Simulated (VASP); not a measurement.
# Pt (P4/nmm) in VASP: notebook

The runs below take Pt through single point, with PBE.

All numbers are computed with VASP 6.6.1; they aren't measurements. Logs are shortened: lines on timing, memory, paths and dates and some standing lists are left out, and cuts for length are marked.

## (1) The cell of the first run

The structure is tetragonal, space group P4/nmm (No. 129). The conventional cell has a = 2.769 Å, b = 2.769 Å, c = 3.916 Å, α = 90.00°, β = 90.00°, γ = 90.00°. Pt (site symmetry 4mm) has 12 Pt at 2.70 to 2.84 Å within 3.6 Å.

## (2) Single point, PBE (mode 6 (200.8 1/cm) frozen in, largest displacement +0.050 Å)

INCAR reads:

```
SYSTEM = Pt
PREC = Accurate
ENCUT = 520
EDIFF = 1E-6
ISMEAR = 0
SIGMA = 0.15
LREAL = .False.
LASPH = .True.
NELM = 80
ALGO = Fast
ISIF = 2
LWAVE = .False.
LCHARG = .False.
GGA = PE
NBANDS = 17
```

KPOINTS reads:

```
Automatic mesh
0
Gamma
  18 18 12
  0 0 0
```

POSCAR reads:

```
Pt
1.0
    0.0000000000     -1.9579000000     -1.9579000000
    0.0000000000      1.9579000000     -1.9579000000
    3.9158000000      0.0000000000      0.0000000000
Pt
2
Direct
    0.5000000000      0.5000000000      0.5127687829
    0.0000000000      0.0000000000     -0.0127687829
```

Potentials or basis: VASP PAW PBE potentials, release 64 (Pt).

Run with:

```sh
$ cat potpaw_PBE.64/Pt/POTCAR > POTCAR
$ mpirun -np 1 vasp_std > vasp.out
```

OUTCAR:

```text
SYSTEM = Pt
   PREC = Accurate
   ENCUT = 520
   EDIFF = 1E-6
   ISMEAR = 0
   LREAL = .False.
   LASPH = .True.
   NELM = 80
   ISIF = 2
   GGA = PE

 ion  position               nearest neighbor table
   1  0.500  0.500  0.513-   2 2.70   2 2.70   2 2.70   2 2.70   2 2.84   2 2.84   2 2.84   2 2.84

   2  0.000  0.000  0.987-   1 2.70   1 2.70   1 2.70   1 2.70   1 2.84   1 2.84   1 2.84   1 2.84

  LATTYP: Found a simple tetragonal cell.
 ALAT       =     2.7688887338
 C/A-ratio  =     1.4142135624

  Lattice vectors:

 A1 = (   0.0000000000,  -1.9579000000,  -1.9579000000)
 A2 = (   0.0000000000,   1.9579000000,  -1.9579000000)
 A3 = (   3.9158000000,   0.0000000000,   0.0000000000)

Analysis of symmetry for initial positions (statically):
=====================================================================
 Subroutine PRICEL returns:
 Original cell was already a primitive cell.

 Routine SETGRP: Setting up the symmetry group for a
 simple tetragonal supercell.

 Subroutine GETGRP returns: Found 16 space group operations
 (whereof  8 operations were pure point group operations)
 out of a pool of 16 trial point group operations.

The static configuration has the point symmetry C_4v.
 The point group associated with its full space group is D_4h.

Analysis of symmetry for dynamics (positions and initial velocities):
=====================================================================
 Subroutine PRICEL returns:
 Original cell was already a primitive cell.

 Routine SETGRP: Setting up the symmetry group for a
 simple tetragonal supercell.

 Subroutine GETGRP returns: Found 16 space group operations
 (whereof  8 operations were pure point group operations)
 out of a pool of 16 trial point group operations.

The dynamic configuration has the point symmetry C_4v.
 The point group associated with its full space group is D_4h.

 Subroutine INISYM returns: Found 16 space group operations
 (whereof  8 operations are pure point group operations),
 and found     1 'primitive' translations

----------------------------------------------------------------------------------------

                                     Primitive cell

  volume of cell :      30.0214

  direct lattice vectors                    reciprocal lattice vectors
     0.000000000 -1.957900000 -1.957900000     0.000000000 -0.255375658 -0.255375658
     0.000000000  1.957900000 -1.957900000     0.000000000  0.255375658 -0.255375658
     3.915800000  0.000000000  0.000000000     0.255375658  0.000000000  0.000000000

  length of vectors
     2.768888734  2.768888734  3.915800000     0.361155718  0.361155718  0.255375658

  position of ions in fractional coordinates (direct lattice)
     0.500000000  0.500000000  0.512768783
     0.000000000  0.000000000  0.987231217

  ion indices of the primitive-cell ions
   primitive index   ion index
                 1           1
                 2           2

----------------------------------------------------------------------------------------

 KPOINTS: Automatic mesh

Automatic generation of k-mesh.
 Grid dimensions read from file:
 generate k-points for:   18   18   12

 Generating k-lattice:

  Cartesian coordinates                     Fractional coordinates (reciprocal lattice)
     0.000000000 -0.014187537 -0.014187537     0.055555556  0.000000000  0.000000000
     0.000000000  0.014187537 -0.014187537     0.000000000  0.055555556  0.000000000
     0.021281305  0.000000000  0.000000000     0.000000000  0.000000000  0.083333333

  Length of vectors
     0.020064207  0.020064207  0.021281305

  Shift w.r.t. Gamma in fractional coordinates (k-lattice)
     0.000000000  0.000000000  0.000000000

 Subroutine IBZKPT returns following result:
 ===========================================

 Found    385 irreducible k-points:

 Following reciprocal coordinates:
            Coordinates               Weight
  0.000000  0.000000  0.000000      1.000000
  0.055556  0.000000  0.000000      4.000000
  0.111111  0.000000  0.000000      4.000000
  0.166667  0.000000  0.000000      4.000000
  0.222222  0.000000  0.000000      4.000000
  0.277778  0.000000  0.000000      4.000000
[... 16 lines left out ...]
  0.277778  0.111111  0.000000      8.000000
  0.333333  0.111111  0.000000      8.000000
 [... further k-points ...]
   k-points           NKPTS =    385   k-points in BZ     NKDIM =    385   number of bands    NBANDS=     17
   number of dos      NEDOS =    301   number of ions     NIONS =      2
   total plane-waves  NPLWV =  17280
   dimension x,y,z NGX =    24 NGY =   24 NGZ =   30
   dimension x,y,z NGXF=    48 NGYF=   48 NGZF=   60
   ions per type =               2
   NGX,Y,Z   is equivalent  to a cutoff of  14.41, 14.41, 12.74 a.u.
   NGXF,Y,Z  is equivalent  to a cutoff of  28.82, 28.82, 25.47 a.u.
 SYSTEM =  Pt
   PREC   = accura    normal or accurate (medium, high low for compatibility)
   ISTART =      0    job   : 0-new  1-cont  2-samecut
   ICHARG =      2    charge: 1-file 2-atom 10-const
   ISPIN  =      1    spin polarized calculation?
   LNONCOLLINEAR =      F non collinear calculations
   LSORBIT =      F    spin-orbit coupling
   LASPH  =      T    aspherical Exc in radial PAW
   ENCUT  =  520.0 eV  38.22 Ry    6.18 a.u.   5.15  5.15  7.28*2*pi/ulx,y,z
   NELM   =     80;   NELMIN=  2; NELMDL= -5     # of ELM steps
   EDIFF  = 0.1E-05   stopping-criterion for ELM
   LREAL  =      F    real-space projection
   EDIFFG = 0.1E-04   stopping-criterion for IOM
   NSW    =      0    number of steps for IOM
   IBRION =     -1    ionic relax: 0-MD 1-quasi-New 2-CG
   NFREE  =      0    steps in history (QN), initial steepest desc. (CG)
   ISIF   =      2    stress and relaxation
   ISYM   =      2    0-nonsym 1-usesym 2-fastsym
   POTIM  = 0.5000    time-step for ionic-motion
   TEBEG  =    0.0;   TEEND  =   0.0 temperature during run
   PSTRESS=    0.0 pullay stress
   NELECT =      20.0000    total number of electrons
   NUPDOWN=      -1.0000    fix difference up-down
   EMIN   =  10.00;   EMAX   =-10.00  energy-range for DOS
   EFERMI =   0.00;   METHOD = LEGACY
   ISMEAR =     0;   SIGMA  =   0.15  broadening in eV -4-tet -1-fermi 0-gaus
   EFERMI_NEDOS =   21; number of points for ismear=-14 and -15
   IALGO  =     68    algorithm
   IMIX   =      4    mixing-type and parameters
     AMIX     =   0.40;   BMIX     =  1.00
     AMIX_MAG =   1.60;   BMIX_MAG =  1.00
  volume/ion in A,a.u.               =      15.01       101.30
  Fermi-wavevector in a.u.,A,eV,Ry     =   1.429797  2.701924 27.814648  2.044319
  Thomas-Fermi vector in A             =   2.549712
   LORBIT       =      0    0 simple, 1 ext, 2 COOP (PROOUT), +10 PAW based schemes
   GGA     = PE    functional components
   LHFCALC =     F    Hartree Fock is set to
   AEXX    =    0.0000 exact exchange contribution
   IVDW    =     0    specifies the selected vdW correction
   LEPSILON=     F    determine dielectric tensor
   LRPA    =     F    only Hartree local field effects (RPA)
 non-spin polarized calculation
 RMM-DIIS sequential band-by-band and
 Gauss-broadening in eV      SIGMA  =   0.15
  energy-cutoff  :      520.00
  volume of cell :       30.02
 maximum number of plane-waves:       830
 NGX is ok and might be reduce to    24
   NGX = 11   NGY = 11   NGZ = 15

 number of electron      19.9999999 magnetization

 Free energy of the ion-electron system (eV)
  ---------------------------------------------------
  ext. energy  EPLUGINS =         0.00000000
  ---------------------------------------------------
  free energy    TOTEN  =       -12.10374253 eV

  energy without entropy =      -12.06004761  energy(sigma->0) =      -12.08189507

 E-fermi :  11.3723     XC(G=0): -13.5134

 val. band max:       11.3709749708   @ k =   0.2778   0.2222   0.1667
 cond. band min:      11.3765620905   @ k =   0.2222   0.1667   0.1667
 fundamental gap:      0.0055871197
 Fermi energy:        11.3723305724

 k-point     1 :       0.0000    0.0000    0.0000
  band No.  band energies     occupation
      1       1.0814      2.00000
      2       4.2085      2.00000
      3       4.6432      2.00000
      4       7.5208      2.00000
      5       7.5208      2.00000
      6       7.5593      2.00000
[... 9 lines left out ...]
     16      26.0130      0.00000
     17      30.8705      0.00000

 k-point     2 :       0.0556    0.0000    0.0000
  band No.  band energies     occupation
      1       1.1651      2.00000
      2       4.2688      2.00000
      3       4.6966      2.00000
      4       7.4794      2.00000
      5       7.5495      2.00000
      6       7.6009      2.00000
[... 9 lines left out ...]
     16      26.1481      0.00000
     17      30.5863      0.00000

 k-point     3 :       0.1111    0.0000    0.0000
  band No.  band energies     occupation
      1       1.4119      2.00000
      2       4.4279      2.00000
      3       4.8684      2.00000
      4       7.3643      2.00000
      5       7.6347      2.00000
      6       7.7137      2.00000
[... 9 lines left out ...]
     16      26.5284      0.00000
     17      29.6605      0.00000

 k-point     4 :       0.1667    0.0000    0.0000
  band No.  band energies     occupation
      1       1.8090      2.00000
      2       4.6383      2.00000
      3       5.1751      2.00000
      4       7.1994      2.00000
      5       7.7735      2.00000
      6       7.8537      2.00000
[... 9 lines left out ...]
     16      27.0914      0.00000
     17      28.6178      0.00000
[... 343 lines left out ...]
      1       2.6350      2.00000
      2       5.1498      2.00000
      3       5.7046      2.00000
      4       6.7231      2.00000
      5       7.9811      2.00000
      6       8.2350      2.00000
[... 9 lines left out ...]
     16      28.0484      0.00000
     17      28.2532      0.00000

 k-point    23 :       0.2778    0.1111    0.0000
  band No.  band energies     occupation
      1       3.2340      2.00000
      2       5.4024      2.00000
      3       6.0637      2.00000
      4       6.5697      2.00000
      5       7.5267      2.00000
      6       8.1729      2.00000
[... 9 lines left out ...]
     16      27.0165      0.00000
     17      28.5629      0.00000

 k-point    24 :       0.3333    0.1111    0.0000
  band No.  band energies     occupation
      1       3.8812      2.00000
      2       5.6531      2.00000
      3       6.2593      2.00000
      4       6.5113      2.00000
      5       7.0764      2.00000
      6       7.8793      2.00000
[... 9 lines left out ...]
     16      26.1407      0.00000
     17      28.0319      0.00000

 [... further k-points ...]

------------------------ aborting loop because EDIFF is reached ----------------------------------------

  FORCE on cell =-STRESS in cart. coord.  units (eV):
  Direction    XX          YY          ZZ          XY          YZ          ZX
  --------------------------------------------------------------------------------------
  -------------------------------------------------------------------------------------
  Total        2.3420083      2.3998316      2.3998316      0.0000000      0.0000000      0.0000000
  in kB      124.9877623    128.0736660    128.0736660      0.0000000      0.0000000      0.0000000
  external PRESSURE =     127.0450314 kB  Pullay stress =       0.0000000 kB

 VOLUME and BASIS-vectors are now :
 -----------------------------------------------------------------------------
  energy-cutoff  :      520.00
  volume of cell :       30.02
      direct lattice vectors                 reciprocal lattice vectors
     0.000000000 -1.957900000 -1.957900000     0.000000000 -0.255375658 -0.255375658
     0.000000000  1.957900000 -1.957900000     0.000000000  0.255375658 -0.255375658
     3.915800000  0.000000000  0.000000000     0.255375658  0.000000000  0.000000000

 POSITION                                       TOTAL-FORCE (eV/Angst)
 -----------------------------------------------------------------------------------
      2.00790      0.00000     -1.95790        -1.444042      0.000000      0.000000
      3.86580      0.00000      0.00000         1.444042     -0.000000     -0.000000
 -----------------------------------------------------------------------------------
    total drift:                               -0.000000      0.000000     -0.000000

  FREE ENERGIE OF THE ION-ELECTRON SYSTEM (eV)
  ---------------------------------------------------
  free  energy   TOTEN  =       -12.1037425280 eV

  energy  without entropy=      -12.0600476079  energy(sigma->0) =      -12.08189507
```

It took 1.8 min on 1 thread of Intel Xeon Platinum 8375C at 2.90GHz (Ice Lake), shared host; peak memory 0.28 GiB.

Results:

```
Free energy            : -12.1037 eV
Pressure               : 12.7 GPa
Largest force          : 1.444 eV/Å
Band gap on the k mesh : zero (band 10 reaches 11.88 eV, above the bottom of band 11 at 10.15 eV)
```

Forces in eV/Å, atoms in the order of the input:
```
Pt  -1.444  0.000  0.000
Pt   1.444  0.000  0.000
```

Stress tensor (GPa, compression positive):
```
12.50  0.00  0.00
 0.00 12.81  0.00
 0.00  0.00 12.81
```

Caveat: the cell differs from its parent crystal (mode 6 (200.8 1/cm) frozen in, largest displacement +0.050 Å); spin-orbit coupling is left out, which moves the levels of the heavy elements; forces of over 1 eV/Å act on the atoms, so gaps and moduli don't describe the material at rest.

## (3) Single point, PBE (mode 6 (200.8 1/cm) frozen in, largest displacement +0.025 Å)

INCAR reads:

```
SYSTEM = Pt
ALGO = Fast
EDIFF = 1E-6
ENCUT = 520
GGA = PE
ISIF = 2
ISMEAR = 0
LASPH = .True.
LCHARG = .False.
LREAL = .False.
LWAVE = .False.
NBANDS = 17
NELM = 80
PREC = Accurate
SIGMA = 0.15
```

KPOINTS reads:

```
k-points
0
Gamma
  18 18 12
  0 0 0
```

POSCAR reads:

```
Pt
1.0
    0.0000000000     -1.9579000000     -1.9579000000
    0.0000000000      1.9579000000     -1.9579000000
    3.9158000000      0.0000000000      0.0000000000
Pt
2
Direct
    0.5000000000      0.5000000000      0.5063843914
    0.0000000000      0.0000000000     -0.0063843914
```

Potentials or basis: VASP PAW PBE potentials, release 64 (Pt).

Run with:

```sh
$ cat potpaw_PBE.64/Pt/POTCAR > POTCAR
$ mpirun -np 1 vasp_std > vasp.out
```

It took 2.1 min on 1 thread of Intel Xeon Platinum 8375C at 2.90GHz (Ice Lake), shared host; peak memory 0.27 GiB.

Results (log left out):

```
Free energy            : -12.1577 eV
Pressure               : 11.5 GPa
Largest force          : 0.718 eV/Å
Band gap on the k mesh : zero (band 10 reaches 11.86 eV, above the bottom of band 11 at 10.24 eV)
```

Forces on the atoms (eV/Å):
```
Pt  -0.718  0.000  0.000
Pt   0.718  0.000  0.000
```

Stress tensor (GPa, compression positive):
```
11.36  0.00  0.00
 0.00 11.51  0.00
 0.00  0.00 11.51
```

Levels at points of the mesh, in eV from the Fermi level:
```
           k point  band 8  band 9  band 10  band 11  band 12  band 13
(0.00, 0.00, 0.00)   -1.66    0.00     0.49     0.49     1.79     8.91
(0.50, 0.00, 0.00)   -2.64   -1.71    -1.71     1.87     1.87    10.72
(0.50, 0.50, 0.00)    0.49    0.49     0.49     1.77     1.77     8.93
(0.00, 0.00, 0.50)   -2.31   -2.01    -2.01    -1.00    -0.76    17.04
(0.50, 0.00, 0.50)   -0.51    0.04     0.04     0.04     0.04     5.87
(0.50, 0.50, 0.50)   -2.02    0.49     0.49     7.15     7.15     8.06
```

Caveat: the cell differs from its parent crystal (mode 6 (200.8 1/cm) frozen in, largest displacement +0.025 Å); spin-orbit coupling is left out, which moves the levels of the heavy elements.
